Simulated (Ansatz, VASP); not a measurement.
**GeSb2: VASP beside Ansatz**

The input INCAR:

```
PREC     = Accurate       # precision mode
ENCUT    = 600            # plane-wave cutoff, eV
EDIFF    = 1E-6           # SCF threshold, eV
ISMEAR   = 0              # smearing method
SIGMA    = 0.1            # smearing width, eV
LREAL    = False          # projectors in reciprocal space
LASPH    = True           # aspherical terms in the spheres
NELM     = 80             # most SCF steps
ALGO     = Fast           # electronic algorithm
ISIF     = 3              # what is computed and relaxed
LWAVE    = False          # write WAVECAR
LCHARG   = False          # write CHGCAR
GGA      = PE             # functional
IBRION   = 2              # ionic algorithm
NSW      = 100            # ionic steps
EDIFFG   = -0.01          # ionic threshold
```

The input KPOINTS:

```
regular mesh
0
Gamma
  12 12 14
```

POSCAR

```
GeSb2
1.0
    5.2287975108      0.0000000000      0.0000000000
   -2.6143987554      4.5282714756      0.0000000000
    0.0000000000      0.0000000000      3.2846543811
Ge Sb
1 2
Direct
    0.0000000000      0.0000000000      0.0000000000
    0.3333333333      0.6666666667      0.5000000000
    0.6666666667      0.3333333333      0.5000000000
```

Input for Ansatz:

```yaml
crystal:
  lattice:
    - [5.2287975108, 0.0, 0.0]
    - [-2.6143987554, 4.5282714756, 0.0]
    - [0.0, 0.0, 3.2846543811]
  atoms:
    - { symbol: Ge, position: [0.0, 0.0, 0.0] }
    - { symbol: Sb, position: [0.3333333333, 0.6666666667, 0.5] }
    - { symbol: Sb, position: [0.6666666667, 0.3333333333, 0.5] }
basis:
  ecutwfc: 420
kpoints:
  mp_grid: { grid: [12, 12, 14] }
hamiltonian:
  xc: pbe
scf:
  occupations: { method: gaussian, width: 0.1 }
output:
  forces: true
  stress: true
  eigenvalues: true
relax:
  adjacent_minimum: "off"
  f_tol: 0.01
  max_steps: 80
  cell: { stress_tol: 0.05 }
```

Alike in both runs: task relaxation of cell and atoms; functional PBE; k mesh 12 × 12 × 14; occupations gaussian, width 0.1 eV; no spin polarisation.

|  | VASP | Ansatz |
| --- | --- | --- |
| version | VASP 6.6.1 | Ansatz 0.2.0 |
| potentials or method | VASP PAW PBE potentials, release 64 (Ge_d, Sb), cutoff 600 eV | scalar-relativistic, plane waves, PAW |
| valence electrons in the cell | 24 | 44 |

Ansatz gave:

| Quantity | Value |
| --- | --- |
| gap on the k mesh at the Fermi level, each at its own relaxed structure (eV) | none |
| relaxed volume (Å³/atom) | 25.83 |
| relaxed length of the cell vector where the two differ most in proportion (Å) | 3.078 |

Q: Which values does VASP return?

A: gap on the k mesh at the Fermi level, each at its own relaxed structure (eV): none; relaxed volume (Å³/atom): 25.82; relaxed length of the cell vector where the two differ most in proportion (Å): 3.077.

A gap of «none» marks a metal or a gap that the smearing closes. VASP's potentials hold 24 valence electrons a cell and Ansatz's 44, so a difference there can come from the potentials and not from the codes.

Spin-orbit coupling is off throughout.
